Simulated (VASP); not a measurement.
# Ga3S (Pm-3m) in VASP: a series of runs, part 2 of 2

VASP 6.6.1. The steps go on from the part before.

## (5) Single point, PBE

This run uses another cell than the first one, of 20.02 Å³/atom.

Input file INCAR:

```
PREC = Accurate
ENCUT = 520
EDIFF = 1E-7
ISMEAR = 0
SIGMA = 0.1
LREAL = False
LASPH = True
NELM = 80
ALGO = Normal
ISIF = 2
LWAVE = False
LCHARG = True
GGA = PE
LELF = True
LVHAR = True
NBANDS = 30
```

Input file KPOINTS:

```
Automatic mesh
0
Gamma
  12 12 12
```

Input file POSCAR:

```
Ga3S
1.0
    4.3106592907      0.0000000000      0.0000000000
    0.0000000000      4.3106592907      0.0000000000
    0.0000000000      0.0000000000      4.3106592907
Ga S
3 1
Direct
    0.0000000000      0.5000000000      0.5000000000
    0.5000000000      0.0000000000      0.5000000000
    0.5000000000      0.5000000000      0.0000000000
    0.0000000000      0.0000000000      0.0000000000
```

Potentials or basis: VASP PAW PBE potentials, release 64 (Ga_d, S).

Command:

```console
$ cat potpaw_PBE.64/Ga_d/POTCAR potpaw_PBE.64/S/POTCAR > POTCAR
$ mpirun -np 1 vasp_std > vasp.out
```

OUTCAR:

```text
PREC = Accurate
   ENCUT = 520
   EDIFF = 1E-7
   ISMEAR = 0
   LREAL = False
   LASPH = True
   NELM = 80
   ISIF = 2
   GGA = PE

 ion  position               nearest neighbor table
   1  0.000  0.500  0.500-
   2  0.500  0.000  0.500-
   3  0.500  0.500  0.000-
   4  0.000  0.000  0.000-

  LATTYP: Found a simple cubic cell.
 ALAT       =     4.3106592907

[... 986 lines left out ...]

  FORCE on cell =-STRESS in cart. coord.  units (eV):
  Direction    XX          YY          ZZ          XY          YZ          ZX
  --------------------------------------------------------------------------------------
  -------------------------------------------------------------------------------------
  Total        0.0068297      0.0068297      0.0068297      0.0000000      0.0000000      0.0000000
  in kB        0.1366092      0.1366092      0.1366092      0.0000000      0.0000000      0.0000000
  external PRESSURE =       0.1366092 kB  Pullay stress =       0.0000000 kB

 VOLUME and BASIS-vectors are now :
 -----------------------------------------------------------------------------
  energy-cutoff  :      520.00
  volume of cell :       80.10
      direct lattice vectors                 reciprocal lattice vectors
     4.310659291  0.000000000  0.000000000     0.231983076  0.000000000  0.000000000
     0.000000000  4.310659291  0.000000000     0.000000000  0.231983076  0.000000000
     0.000000000  0.000000000  4.310659291     0.000000000  0.000000000  0.231983076

 POSITION                                       TOTAL-FORCE (eV/Angst)
 -----------------------------------------------------------------------------------
      0.00000      2.15533      2.15533         0.000000      0.000000      0.000000
      2.15533      0.00000      2.15533         0.000000      0.000000      0.000000
      2.15533      2.15533      0.00000         0.000000      0.000000      0.000000
      0.00000      0.00000      0.00000         0.000000      0.000000      0.000000
 -----------------------------------------------------------------------------------
    total drift:                                0.000000     -0.000000     -0.000000

  FREE ENERGIE OF THE ION-ELECTRON SYSTEM (eV)
  ---------------------------------------------------
  free  energy   TOTEN  =       -12.8332782484 eV

  energy  without entropy=      -12.8264382692  energy(sigma->0) =      -12.82985826
```

OSZICAR:

```text
N       E                     dE             d eps       ncg     rms          rms(c)
DAV:   1     0.317668099674E+03    0.31767E+03   -0.21558E+04  5190   0.252E+03
DAV:   2     0.286112598653E+02   -0.28906E+03   -0.27998E+03  5172   0.526E+02
DAV:   3    -0.112649096244E+02   -0.39876E+02   -0.38409E+02  5820   0.142E+02
DAV:   4    -0.130835834221E+02   -0.18187E+01   -0.18005E+01  5950   0.303E+01
DAV:   5    -0.131360831365E+02   -0.52500E-01   -0.52461E-01  6554   0.493E+00    0.621E+00
DAV:   6    -0.128434417508E+02    0.29264E+00   -0.10697E+00  7842   0.836E+00    0.392E+00
DAV:   7    -0.128384610088E+02    0.49807E-02   -0.10724E-01  5746   0.151E+00    0.177E+00
DAV:   8    -0.128336454270E+02    0.48156E-02   -0.15942E-02  6724   0.680E-01    0.135E-01
DAV:   9    -0.128332151568E+02    0.43027E-03   -0.24745E-03  6804   0.304E-01    0.580E-02
DAV:  10    -0.128332749146E+02   -0.59758E-04   -0.31289E-04  5812   0.144E-01    0.254E-02
DAV:  11    -0.128332789258E+02   -0.40111E-05   -0.45457E-05  6816   0.605E-02    0.656E-03
DAV:  12    -0.128332783932E+02    0.53261E-06   -0.49980E-06  6322   0.153E-02    0.591E-03
DAV:  13    -0.128332784963E+02   -0.10315E-06   -0.62547E-07  5892   0.440E-03    0.301E-03
DAV:  14    -0.128332783080E+02    0.18832E-06   -0.36247E-07  4942   0.374E-03    0.116E-03
DAV:  15    -0.128332782484E+02    0.59572E-07   -0.39821E-08  3438   0.169E-03
   1 F= -.12833278E+02 E0= -.12829858E+02  d E =-.683998E-02
```

Wall time 50 s (1 thread of Intel Xeon 6975P-C (Granite Rapids), shared host); peak memory 0.29 GiB.

What came out:

* Free energy: -12.8333 eV
* Pressure: 0.0 GPa
* Band gap on the k mesh: zero (an odd number of electrons rules out a gap without spin polarisation)

Levels at points of the mesh, in eV from the Fermi level:
```
           k point  band 21  band 22  band 23  band 24  band 25  band 26
(0.00, 0.00, 0.00)    -2.54    -2.54     1.41     1.41     1.41     4.91
(0.50, 0.00, 0.00)    -1.73    -1.31    -0.23    -0.23     1.34     4.22
(0.50, 0.50, 0.00)    -0.77    -0.74    -0.74     1.66     1.85     1.85
(0.50, 0.50, 0.50)    -5.00    -5.00    -3.76     3.55     3.55     3.55
```

## (6) Relaxation of cell and atoms, PBE

This run uses another cell than the first one, of 20.27 Å³/atom.

Input file INCAR:

```
  PREC = Accurate
  ENCUT = 600
  EDIFF = 1E-6
  ISMEAR = 0
  SIGMA = 0.1
  LREAL = F
  LASPH = T
  NELM = 60
  ALGO = Normal
  ISIF = 3
  LWAVE = F
  LCHARG = F
  GGA = PE
  IBRION = 2
  NSW = 100
  EDIFFG = -0.01
```

KPOINTS is that of step 5.

Input file POSCAR:

```
Ga3S
1.0
    4.3281480412      0.0000000000      0.0000000000
    0.0000000000      4.3281480412      0.0000000000
    0.0000000000      0.0000000000      4.3281480412
Ga S
3 1
Direct
    0.0000000000      0.5000000000      0.5000000000
    0.5000000000      0.0000000000      0.5000000000
    0.5000000000      0.5000000000      0.0000000000
    0.0000000000      0.0000000000      0.0000000000
```

Potentials or basis: VASP PAW PBE potentials, release 64 (Ga_d, S).

Command:

```console
$ cat potpaw_PBE.64/Ga_d/POTCAR potpaw_PBE.64/S/POTCAR > POTCAR
$ mpirun -np 1 vasp_std > vasp.out
```

OUTCAR:

```text
PREC = Accurate
   ENCUT = 600
   EDIFF = 1E-6
   ISMEAR = 0
   LREAL = F
   LASPH = T
   NELM = 60
   ISIF = 3
   GGA = PE
   IBRION = 2
   NSW = 100
   EDIFFG = -0.01

 ion  position               nearest neighbor table
   1  0.000  0.500  0.500-
   2  0.500  0.000  0.500-
   3  0.500  0.500  0.000-
   4  0.000  0.000  0.000-

  LATTYP: Found a simple cubic cell.
 ALAT       =     4.3281480412

  Lattice vectors:

 A1 = (   4.3281480412,   0.0000000000,   0.0000000000)
 A2 = (   0.0000000000,   4.3281480412,   0.0000000000)
 A3 = (   0.0000000000,   0.0000000000,   4.3281480412)

Analysis of symmetry for initial positions (statically):
=====================================================================
 Subroutine PRICEL returns:
 Original cell was already a primitive cell.

 Routine SETGRP: Setting up the symmetry group for a
 simple cubic supercell.

 Subroutine GETGRP returns: Found 48 space group operations
 (whereof 48 operations were pure point group operations)
 out of a pool of 48 trial point group operations.

The static configuration has the point symmetry O_h .

Analysis of symmetry for dynamics (positions and initial velocities):
=====================================================================
 Subroutine PRICEL returns:
 Original cell was already a primitive cell.

 Routine SETGRP: Setting up the symmetry group for a
 simple cubic supercell.

 Subroutine GETGRP returns: Found 48 space group operations
 (whereof 48 operations were pure point group operations)
 out of a pool of 48 trial point group operations.

The dynamic configuration has the point symmetry O_h .

 Subroutine INISYM returns: Found 48 space group operations
[... 123 lines left out ...]
  Fermi-wavevector in a.u.,A,eV,Ry     =   1.345376  2.542391 24.627030  1.810036
  Thomas-Fermi vector in A             =   2.473294
   LORBIT       =      0    0 simple, 1 ext, 2 COOP (PROOUT), +10 PAW based schemes
   GGA     = PE    functional components
   LHFCALC =     F    Hartree Fock is set to
   AEXX    =    0.0000 exact exchange contribution
   IVDW    =     0    specifies the selected vdW correction
   LEPSILON=     F    determine dielectric tensor
   LRPA    =     F    only Hartree local field effects (RPA)
 conjugate gradient relaxation of ions
 non-spin polarized calculation
 Gauss-broadening in eV      SIGMA  =   0.10
  energy-cutoff  :      600.00
  volume of cell :       81.08
 maximum number of plane-waves:      2730
 NGX is ok and might be reduce to    36
   NGX = 17   NGY = 17   NGZ = 17

--------------------------------------- Ionic step        1  -------------------------------------------

 number of electron      45.0000049 magnetization

 Free energy of the ion-electron system (eV)
  ---------------------------------------------------
  ext. energy  EPLUGINS =         0.00000000
  ---------------------------------------------------
  free energy    TOTEN  =       -12.83164480 eV

  energy without entropy =      -12.82472915  energy(sigma->0) =      -12.82818698

------------------------ aborting loop because EDIFF is reached ----------------------------------------

  FORCE on cell =-STRESS in cart. coord.  units (eV):
  Direction    XX          YY          ZZ          XY          YZ          ZX
  --------------------------------------------------------------------------------------
  -------------------------------------------------------------------------------------
  Total       -0.2752881     -0.2752881     -0.2752881      0.0000000     -0.0000000      0.0000000
  in kB       -5.4399097     -5.4399097     -5.4399097      0.0000000     -0.0000000      0.0000000
  external PRESSURE =      -5.4399097 kB  Pullay stress =       0.0000000 kB
[... 63 lines left out ...]
--------------------------------------- Ionic step        3  -------------------------------------------

 number of electron      45.0000047 magnetization

 Free energy of the ion-electron system (eV)
  ---------------------------------------------------
  ext. energy  EPLUGINS =         0.00000000
  ---------------------------------------------------
  free energy    TOTEN  =       -12.83327142 eV

  energy without entropy =      -12.82643925  energy(sigma->0) =      -12.82985534

 E-fermi :   5.1954     XC(G=0): -10.5125

 val. band max:        5.1704182801   @ k =   0.3333   0.2500   0.0833
 cond. band min:       5.2096392432   @ k =   0.5000   0.1667   0.0000
 fundamental gap:      0.0392209631
 Fermi energy:         5.1954088137

 k-point     1 :       0.0000    0.0000    0.0000
  band No.  band energies     occupation
      1      -9.8767      2.00000
      2      -9.8573      2.00000
      3      -9.8573      2.00000
      4      -9.8573      2.00000
      5      -9.7945      2.00000
      6      -9.7945      2.00000
[... 709 lines left out ...]
     26       7.4496      0.00000
     27       9.0207      0.00000

 [... further k-points ...]

------------------------ aborting loop because EDIFF is reached ----------------------------------------

  FORCE on cell =-STRESS in cart. coord.  units (eV):
  Direction    XX          YY          ZZ          XY          YZ          ZX
  --------------------------------------------------------------------------------------
  -------------------------------------------------------------------------------------
  Total        0.0216209      0.0216209      0.0216209      0.0000000      0.0000000     -0.0000000
  in kB        0.4329690      0.4329690      0.4329690      0.0000000      0.0000000     -0.0000000
  external PRESSURE =       0.4329690 kB  Pullay stress =       0.0000000 kB
[... 19 lines left out ...]
  FREE ENERGIE OF THE ION-ELECTRON SYSTEM (eV)
  ---------------------------------------------------
  free  energy   TOTEN  =       -12.8332714247 eV

  energy  without entropy=      -12.8264392472  energy(sigma->0) =      -12.82985534

 reached required accuracy - stopping structural energy minimisation
```

OSZICAR:

```text
N       E                     dE             d eps       ncg     rms          rms(c)
DAV:   1     0.312146721153E+03    0.31215E+03   -0.23945E+04  4547   0.303E+03
[... 23 lines left out ...]
DAV:   1    -0.128382717281E+02   -0.50580E-02   -0.74417E-02  5337   0.367E+00    0.418E-01
DAV:   2    -0.128342884403E+02    0.39833E-02   -0.89250E-03  5347   0.127E+00    0.185E-01
DAV:   3    -0.128333866469E+02    0.90179E-03   -0.16444E-03  5636   0.499E-01    0.475E-02
DAV:   4    -0.128332844511E+02    0.10220E-03   -0.13699E-04  5525   0.117E-01    0.246E-02
DAV:   5    -0.128332739991E+02    0.10452E-04   -0.83892E-06  4740   0.241E-02    0.119E-02
DAV:   6    -0.128332714040E+02    0.25951E-05   -0.26079E-06  2612   0.228E-02    0.383E-03
DAV:   7    -0.128332714247E+02   -0.20702E-07   -0.66119E-07  2391   0.876E-03
   3 F= -.12833271E+02 E0= -.12829855E+02  d E =-.162662E-02
```

CONTCAR:

```text
Ga3S
   1.00000000000000
     4.3089946886076742   -0.0000000000000000    0.0000000000000000
     0.0000000000000000    4.3089946886076742    0.0000000000000000
    -0.0000000000000000   -0.0000000000000000    4.3089946886076742
  Ga              S
     3     1
Direct
     0.0000000000000000    0.5000000000000000    0.5000000000000000
     0.5000000000000000    0.0000000000000000    0.5000000000000000
     0.5000000000000000    0.5000000000000000    0.0000000000000000
     0.0000000000000000    0.0000000000000000    0.0000000000000000

  0.00000000E+00  0.00000000E+00  0.00000000E+00
  0.00000000E+00  0.00000000E+00  0.00000000E+00
  0.00000000E+00  0.00000000E+00  0.00000000E+00
  0.00000000E+00  0.00000000E+00  0.00000000E+00
```

Wall time 2.6 min (1 thread of Intel Xeon 6975P-C (Granite Rapids), shared host); peak memory 0.34 GiB.

What came out:

```
Free energy                           : -12.8333 eV
Relaxed volume                        : 20.00 Å³/atom
Relaxed cell                          : a = 4.309 Å, b = 4.309 Å, c = 4.309 Å, α = 90.00°, β = 90.00°, γ = 90.00°
Space group after relaxing (to 0.1 Å) : Pm-3m (No. 221)
Energy gained by relaxing             : 0.4 meV/atom
Ionic steps                           : 3
Pressure after relaxing               : 0.0 GPa
Band gap on the k mesh                : zero (an odd number of electrons rules out a gap without spin polarisation)
```

Step by step:
| step | energy change (eV) | largest force (eV/Å) | pressure (GPa) | volume (Å³) |
| --- | --- | --- | --- | --- |
| 1 | 0.0000 | 0.0000 | -0.54 | 81.08 |
| 2 | -0.0016 | 0.0000 | -0.11 | 80.27 |
| 3 | -0.0016 | 0.0000 | 0.04 | 80.01 |

Final structure:
```yaml
crystal:
  lattice:
    - [4.30899, 0.00000, 0.00000]
    - [0.00000, 4.30899, 0.00000]
    - [0.00000, 0.00000, 4.30899]
  atoms:
    - { symbol: Ga, position: [0.00000, 0.50000, 0.50000] }
    - { symbol: Ga, position: [0.50000, 0.00000, 0.50000] }
    - { symbol: Ga, position: [0.50000, 0.50000, 0.00000] }
    - { symbol: S, position: [0.00000, 0.00000, 0.00000] }
```

Levels at points of the mesh, in eV from the Fermi level:
```
           k point  band 21  band 22  band 23  band 24  band 25  band 26
(0.00, 0.00, 0.00)    -2.54    -2.54     1.41     1.41     1.41     4.91
(0.50, 0.00, 0.00)    -1.73    -1.31    -0.23    -0.23     1.33     4.23
(0.50, 0.50, 0.00)    -0.77    -0.74    -0.74     1.66     1.85     1.85
(0.50, 0.50, 0.50)    -5.00    -5.00    -3.77     3.56     3.56     3.56
```

## (7) Summary

| task | cell | k mesh | cutoff (eV) | gap on the mesh (eV) | pressure (GPa) | relaxed volume (Å³/atom) |
| --- | --- | --- | --- | --- | --- | --- |
| single point | a = 4.162 Å, 4 atoms | 4 × 4 × 4 | 520 | none | 6.3 | - |
| single point | a = 4.328 Å, 4 atoms | 4 × 4 × 4 | 520 | none | -0.1 | - |
| relaxation of cell and atoms | relaxed from a = 4.162 Å, 4 atoms | 4 × 4 × 4 | 600 | none | 0.0 | 20.22 |
| single point | a = 4.311 Å, 4 atoms | 12 × 12 × 12 | 520 | none | 0.0 | - |
| relaxation of cell and atoms | relaxed from a = 4.328 Å, 4 atoms | 12 × 12 × 12 | 600 | none | 0.0 | 20.00 |

Alike in all rows: level PBE; potentials or basis VASP PAW PBE potentials, release 64 (Ga_d, S); no spin polarisation; smearing gaussian 0.1 eV.

Caveats: some runs use coarse meshes.

Absolute energies hang on the potentials; compare differences alone.
